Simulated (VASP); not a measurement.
# Yb (Im-3m) in VASP: notebook

Runs on Yb. Level: PBE. Tasks: single point.

Everything below comes from runs of VASP 6.6.1. Logs are shortened: lines on timing, memory, paths and dates and some standing lists are left out, and cuts for length are marked.

### Step 1. The cell of the first run

The structure is cubic, space group Im-3m (No. 229). The conventional cell has a = 4.115 Å, b = 4.115 Å, c = 4.115 Å, α = 90.00°, β = 90.00°, γ = 90.00°. Yb (site symmetry m-3m) has 14 Yb at 3.56 to 4.11 Å within 4.7 Å.

### Step 2. Single point, PBE

The input, INCAR:

```
ALGO = Normal
EDIFF = 1E-6
ENCUT = 520
GGA = PE
ISIF = 2
ISMEAR = -1
LASPH = True
LCHARG = False
LREAL = False
LWAVE = False
NBANDS = 18
NELM = 100
PREC = Accurate
SIGMA = 0.05
```

The input, KPOINTS:

```
k-points
0
Gamma
  13 13 13
```

The input, POSCAR:

```
Yb
1.0
   -2.0573864341      2.0573864341      2.0573864341
    2.0573864341     -2.0573864341      2.0573864341
    2.0573864341      2.0573864341     -2.0573864341
Yb
1
Direct
    0.0000000000      0.0000000000      0.0000000000
```

Potentials or basis: VASP PAW PBE potentials, release 64 (Yb).

The run is started by

```console
$ cat potpaw_PBE.64/Yb/POTCAR > POTCAR
$ mpirun -np 1 vasp_std > vasp.out
```

OUTCAR:

```text
EDIFF = 1E-6
   ENCUT = 520
   GGA = PE
   ISIF = 2
   ISMEAR = -1
   LASPH = True
   LREAL = False
   NELM = 100
   PREC = Accurate

 ion  position               nearest neighbor table
   1  0.000  0.000  0.000-

  LATTYP: Found a body centered cubic cell.
 ALAT       =     4.1147728682

  Lattice vectors:

 A1 = (  -2.0573864341,   2.0573864341,   2.0573864341)
 A2 = (   2.0573864341,  -2.0573864341,   2.0573864341)
 A3 = (   2.0573864341,   2.0573864341,  -2.0573864341)

Analysis of symmetry for initial positions (statically):
=====================================================================
 Subroutine PRICEL returns:
 Original cell was already a primitive cell.

 Routine SETGRP: Setting up the symmetry group for a
 body centered cubic supercell.

 Subroutine GETGRP returns: Found 48 space group operations
 (whereof 48 operations were pure point group operations)
 out of a pool of 48 trial point group operations.

The static configuration has the point symmetry O_h .

Analysis of symmetry for dynamics (positions and initial velocities):
=====================================================================
 Subroutine PRICEL returns:
 Original cell was already a primitive cell.

 Routine SETGRP: Setting up the symmetry group for a
 body centered cubic supercell.

 Subroutine GETGRP returns: Found 48 space group operations
 (whereof 48 operations were pure point group operations)
 out of a pool of 48 trial point group operations.

The dynamic configuration has the point symmetry O_h .

 Subroutine INISYM returns: Found 48 space group operations
 (whereof 48 operations are pure point group operations),
 and found     1 'primitive' translations

----------------------------------------------------------------------------------------

                                     Primitive cell

  volume of cell :      34.8343

  direct lattice vectors                    reciprocal lattice vectors
    -2.057386434  2.057386434  2.057386434     0.000000000  0.243026780  0.243026780
     2.057386434 -2.057386434  2.057386434     0.243026780  0.000000000  0.243026780
     2.057386434  2.057386434 -2.057386434     0.243026780  0.243026780  0.000000000

  length of vectors
[... 66 lines left out ...]
   dimension x,y,z NGXF=    56 NGYF=   56 NGZF=   56
   ions per type =               1
   NGX,Y,Z   is equivalent  to a cutoff of  13.06, 13.06, 13.06 a.u.
   NGXF,Y,Z  is equivalent  to a cutoff of  26.13, 26.13, 26.13 a.u.
 SYSTEM =  unknown system
   PREC   = accura    normal or accurate (medium, high low for compatibility)
   ISTART =      0    job   : 0-new  1-cont  2-samecut
   ICHARG =      2    charge: 1-file 2-atom 10-const
   ISPIN  =      1    spin polarized calculation?
   LNONCOLLINEAR =      F non collinear calculations
   LSORBIT =      F    spin-orbit coupling
   LASPH  =      T    aspherical Exc in radial PAW
   ENCUT  =  520.0 eV  38.22 Ry    6.18 a.u.   6.63  6.63  6.63*2*pi/ulx,y,z
   NELM   =    100;   NELMIN=  2; NELMDL= -5     # of ELM steps
   EDIFF  = 0.1E-05   stopping-criterion for ELM
   LREAL  =      F    real-space projection
   EDIFFG = 0.1E-04   stopping-criterion for IOM
   NSW    =      0    number of steps for IOM
   IBRION =     -1    ionic relax: 0-MD 1-quasi-New 2-CG
   NFREE  =      0    steps in history (QN), initial steepest desc. (CG)
   ISIF   =      2    stress and relaxation
   ISYM   =      2    0-nonsym 1-usesym 2-fastsym
   POTIM  = 0.5000    time-step for ionic-motion
   TEBEG  =    0.0;   TEEND  =   0.0 temperature during run
   PSTRESS=    0.0 pullay stress
   NELECT =      24.0000    total number of electrons
   NUPDOWN=      -1.0000    fix difference up-down
   EMIN   =  10.00;   EMAX   =-10.00  energy-range for DOS
   EFERMI =   0.00;   METHOD = LEGACY
   ISMEAR =    -1;   SIGMA  =   0.05  broadening in eV -4-tet -1-fermi 0-gaus
   EFERMI_NEDOS =   21; number of points for ismear=-14 and -15
   IALGO  =     38    algorithm
   IMIX   =      4    mixing-type and parameters
     AMIX     =   0.40;   BMIX     =  1.00
     AMIX_MAG =   1.60;   BMIX_MAG =  1.00
  volume/ion in A,a.u.               =      34.83       235.07
  Fermi-wavevector in a.u.,A,eV,Ry     =   1.445915  2.732383 28.445288  2.090670
  Thomas-Fermi vector in A             =   2.564043
   LORBIT       =      0    0 simple, 1 ext, 2 COOP (PROOUT), +10 PAW based schemes
   GGA     = PE    functional components
   LHFCALC =     F    Hartree Fock is set to
   AEXX    =    0.0000 exact exchange contribution
   IVDW    =     0    specifies the selected vdW correction
   LEPSILON=     F    determine dielectric tensor
   LRPA    =     F    only Hartree local field effects (RPA)
 non-spin polarized calculation
  energy-cutoff  :      520.00
  volume of cell :       34.83
 maximum number of plane-waves:       959
   NGX = 13   NGY = 13   NGZ = 13

 number of electron      23.9999995 magnetization

 Free energy of the ion-electron system (eV)
  ---------------------------------------------------
  ext. energy  EPLUGINS =         0.00000000
  ---------------------------------------------------
  free energy    TOTEN  =        -3.58336382 eV

  energy without entropy =       -3.57042376  energy(sigma->0) =       -3.57689379

 E-fermi :   1.6498     XC(G=0):  -9.5792

 val. band max:        1.6360929897   @ k =  -0.3846  -0.3846   0.0769
 cond. band min:       1.6763512060   @ k =  -0.4615  -0.4615   0.2308
 fundamental gap:      0.0402582163
 Fermi energy:         1.6498231585

 k-point     1 :       0.0000    0.0000    0.0000
  band No.  band energies     occupation
      1     -50.0393      2.00000
      2     -22.2004      2.00000
      3     -22.2004      2.00000
      4     -22.2004      2.00000
      5      -3.5427      2.00000
      6       1.2163      1.99966
[... 481 lines left out ...]
      5      -1.2028      2.00000
      6       1.2327      1.99952
[... 10 lines left out ...]
     17       7.3079      0.00000
     18      11.2850      0.00000

 [... further k-points ...]
[... 5 lines left out ...]
  --------------------------------------------------------------------------------------
  -------------------------------------------------------------------------------------
  Total       -0.0061481     -0.0061481     -0.0061481     -0.0000000     -0.0000000      0.0000000
  in kB       -0.2827764     -0.2827764     -0.2827764     -0.0000000     -0.0000000      0.0000000
  external PRESSURE =      -0.2827764 kB  Pullay stress =       0.0000000 kB

 VOLUME and BASIS-vectors are now :
 -----------------------------------------------------------------------------
  energy-cutoff  :      520.00
  volume of cell :       34.83
      direct lattice vectors                 reciprocal lattice vectors
    -2.057386434  2.057386434  2.057386434     0.000000000  0.243026780  0.243026780
     2.057386434 -2.057386434  2.057386434     0.243026780  0.000000000  0.243026780
     2.057386434  2.057386434 -2.057386434     0.243026780  0.243026780  0.000000000

 POSITION                                       TOTAL-FORCE (eV/Angst)
 -----------------------------------------------------------------------------------
      0.00000      0.00000      0.00000         0.000000      0.000000      0.000000
 -----------------------------------------------------------------------------------
    total drift:                                0.000000      0.000000      0.000000

  FREE ENERGIE OF THE ION-ELECTRON SYSTEM (eV)
  ---------------------------------------------------
  free  energy   TOTEN  =        -3.5833638227 eV

  energy  without entropy=       -3.5704237580  energy(sigma->0) =       -3.57689379
```

stdout:

```text
POSCAR found type information on POSCAR Yb
 POSCAR found :  1 types and       1 ions
 scaLAPACK will be used
 LDA part: xc-table for (Slater+PW92), standard interpolation
 POSCAR, INCAR and KPOINTS ok, starting setup
 FFT: planning ... GRIDC
 FFT: planning ... GRID_SOFT
 FFT: planning ... GRID
 WAVECAR not read
 entering main loop
```

It took 80 s on 1 thread of AMD EPYC 9R45 (Zen 5), shared host; peak memory 0.17 GiB.

What came out:

```yaml
Free_energy: -3.5834 eV
Pressure: 0.0 GPa
Band_gap_on_the_k_mesh: zero (band 12 reaches 1.88 eV, above the bottom of band 13 at 1.40 eV)
```

Caveat: spin-orbit coupling is left out, which moves the levels of the heavy elements.

### Step 3. Single point, PBE

The input, INCAR:

```
SYSTEM = Yb
ALGO = Normal
EDIFF = 1E-7
ENCUT = 520
GGA = PE
ISIF = 2
ISMEAR = -1
LASPH = .TRUE.
LCHARG = .FALSE.
LREAL = .FALSE.
LWAVE = .FALSE.
NBANDS = 18
NELM = 80
PREC = Accurate
SIGMA = 0.05
```

The input, KPOINTS:

```
k-points
0
G
  13 13 13
  0 0 0
```

POSCAR is that of step 2.

Potentials or basis: VASP PAW PBE potentials, release 64 (Yb).

The run is started by

```console
$ cat potpaw_PBE.64/Yb/POTCAR > POTCAR
$ mpirun -np 1 vasp_std > vasp.out
```

OUTCAR:

```text
SYSTEM = Yb
   EDIFF = 1E-7
   ENCUT = 520
   GGA = PE
   ISIF = 2
   ISMEAR = -1
   LASPH = .TRUE.
   LREAL = .FALSE.
   NELM = 80
   PREC = Accurate

 ion  position               nearest neighbor table
   1  0.000  0.000  0.000-

  LATTYP: Found a body centered cubic cell.
 ALAT       =     4.1147728682

  Lattice vectors:

 A1 = (  -2.0573864341,   2.0573864341,   2.0573864341)
 A2 = (   2.0573864341,  -2.0573864341,   2.0573864341)
 A3 = (   2.0573864341,   2.0573864341,  -2.0573864341)

Analysis of symmetry for initial positions (statically):
=====================================================================
 Subroutine PRICEL returns:
 Original cell was already a primitive cell.

 Routine SETGRP: Setting up the symmetry group for a
 body centered cubic supercell.

 Subroutine GETGRP returns: Found 48 space group operations
 (whereof 48 operations were pure point group operations)
 out of a pool of 48 trial point group operations.

The static configuration has the point symmetry O_h .

Analysis of symmetry for dynamics (positions and initial velocities):
=====================================================================
 Subroutine PRICEL returns:
 Original cell was already a primitive cell.

 Routine SETGRP: Setting up the symmetry group for a
 body centered cubic supercell.

 Subroutine GETGRP returns: Found 48 space group operations
 (whereof 48 operations were pure point group operations)
 out of a pool of 48 trial point group operations.

The dynamic configuration has the point symmetry O_h .

 Subroutine INISYM returns: Found 48 space group operations
 (whereof 48 operations are pure point group operations),
 and found     1 'primitive' translations

----------------------------------------------------------------------------------------

[... 97 lines left out ...]
   ISYM   =      2    0-nonsym 1-usesym 2-fastsym
   POTIM  = 0.5000    time-step for ionic-motion
   TEBEG  =    0.0;   TEEND  =   0.0 temperature during run
   PSTRESS=    0.0 pullay stress
   NELECT =      24.0000    total number of electrons
   NUPDOWN=      -1.0000    fix difference up-down
   EMIN   =  10.00;   EMAX   =-10.00  energy-range for DOS
   EFERMI =   0.00;   METHOD = LEGACY
   ISMEAR =    -1;   SIGMA  =   0.05  broadening in eV -4-tet -1-fermi 0-gaus
   EFERMI_NEDOS =   21; number of points for ismear=-14 and -15
   IALGO  =     38    algorithm
   IMIX   =      4    mixing-type and parameters
     AMIX     =   0.40;   BMIX     =  1.00
     AMIX_MAG =   1.60;   BMIX_MAG =  1.00
  volume/ion in A,a.u.               =      34.83       235.07
  Fermi-wavevector in a.u.,A,eV,Ry     =   1.445915  2.732383 28.445288  2.090670
  Thomas-Fermi vector in A             =   2.564043
   LORBIT       =      0    0 simple, 1 ext, 2 COOP (PROOUT), +10 PAW based schemes
   GGA     = PE    functional components
   LHFCALC =     F    Hartree Fock is set to
   AEXX    =    0.0000 exact exchange contribution
   IVDW    =     0    specifies the selected vdW correction
   LEPSILON=     F    determine dielectric tensor
   LRPA    =     F    only Hartree local field effects (RPA)
 non-spin polarized calculation
  energy-cutoff  :      520.00
  volume of cell :       34.83
 maximum number of plane-waves:       959
   NGX = 13   NGY = 13   NGZ = 13

 number of electron      23.9999995 magnetization

 Free energy of the ion-electron system (eV)
  ---------------------------------------------------
  ext. energy  EPLUGINS =         0.00000000
  ---------------------------------------------------
  free energy    TOTEN  =        -3.58336379 eV

  energy without entropy =       -3.57043702  energy(sigma->0) =       -3.57690040

 E-fermi :   1.6497     XC(G=0):  -9.5793

 val. band max:        1.6359637923   @ k =  -0.3846  -0.3846   0.0769
 cond. band min:       1.6762604928   @ k =  -0.4615  -0.4615   0.2308
 fundamental gap:      0.0402967006
 Fermi energy:         1.6496591287

 k-point     1 :       0.0000    0.0000    0.0000
  band No.  band energies     occupation
      1     -50.0395      2.00000
      2     -22.2005      2.00000
      3     -22.2005      2.00000
      4     -22.2005      2.00000
      5      -3.5427      2.00000
      6       1.2160      1.99966
[... 481 lines left out ...]
      5      -1.2028      2.00000
      6       1.2325      1.99952
[... 10 lines left out ...]
     17       7.3078      0.00000
     18      11.2848      0.00000

 [... further k-points ...]
[... 5 lines left out ...]
  --------------------------------------------------------------------------------------
  -------------------------------------------------------------------------------------
  Total       -0.0515580     -0.0515580     -0.0515580     -0.0000000      0.0000000     -0.0000000
  in kB       -2.3713683     -2.3713683     -2.3713683     -0.0000000      0.0000000     -0.0000000
  external PRESSURE =      -2.3713683 kB  Pullay stress =       0.0000000 kB

 VOLUME and BASIS-vectors are now :
 -----------------------------------------------------------------------------
  energy-cutoff  :      520.00
  volume of cell :       34.83
      direct lattice vectors                 reciprocal lattice vectors
    -2.057386434  2.057386434  2.057386434     0.000000000  0.243026780  0.243026780
     2.057386434 -2.057386434  2.057386434     0.243026780  0.000000000  0.243026780
     2.057386434  2.057386434 -2.057386434     0.243026780  0.243026780  0.000000000

 POSITION                                       TOTAL-FORCE (eV/Angst)
 -----------------------------------------------------------------------------------
      0.00000      0.00000      0.00000         0.000000     -0.000000      0.000000
 -----------------------------------------------------------------------------------
    total drift:                                0.000000     -0.000000      0.000000

  FREE ENERGIE OF THE ION-ELECTRON SYSTEM (eV)
  ---------------------------------------------------
  free  energy   TOTEN  =        -3.5833637871 eV

  energy  without entropy=       -3.5704370190  energy(sigma->0) =       -3.57690040
```

OSZICAR:

```text
N       E                     dE             d eps       ncg     rms          rms(c)
DAV:   1     0.119073326276E+03    0.11907E+03   -0.85642E+03  3776   0.888E+03
DAV:   2     0.128319441545E+02   -0.10624E+03   -0.10271E+03  3804   0.545E+02
DAV:   3    -0.120431472351E+01   -0.14036E+02   -0.13892E+02  4386   0.120E+02
[... 21 lines left out ...]
DAV:  25    -0.358343111247E+01   -0.15742E-04   -0.11373E-03  5602   0.110E+00    0.849E-01
DAV:  26    -0.358336150227E+01    0.69610E-04   -0.28598E-04  5204   0.506E-01    0.200E-01
DAV:  27    -0.358336521320E+01   -0.37109E-05   -0.15167E-05  5768   0.774E-02    0.385E-02
DAV:  28    -0.358336369792E+01    0.15153E-05   -0.73147E-06  4914   0.869E-02    0.282E-02
DAV:  29    -0.358336385003E+01   -0.15211E-06   -0.36611E-07  4144   0.131E-02    0.852E-03
DAV:  30    -0.358336378706E+01    0.62970E-07   -0.84000E-08  2180   0.981E-03
   1 F= -.35833638E+01 E0= -.35769004E+01  d E =-.129268E-01
```

Wall time 87 s (1 thread of AMD EPYC 9R45 (Zen 5), shared host); peak memory 0.18 GiB.

What came out:

- Free energy: -3.5834 eV
- Pressure: -0.2 GPa
- Band gap on the k mesh: zero (band 12 reaches 1.88 eV, above the bottom of band 13 at 1.39 eV)

Caveat: spin-orbit coupling is left out, which moves the levels of the heavy elements.
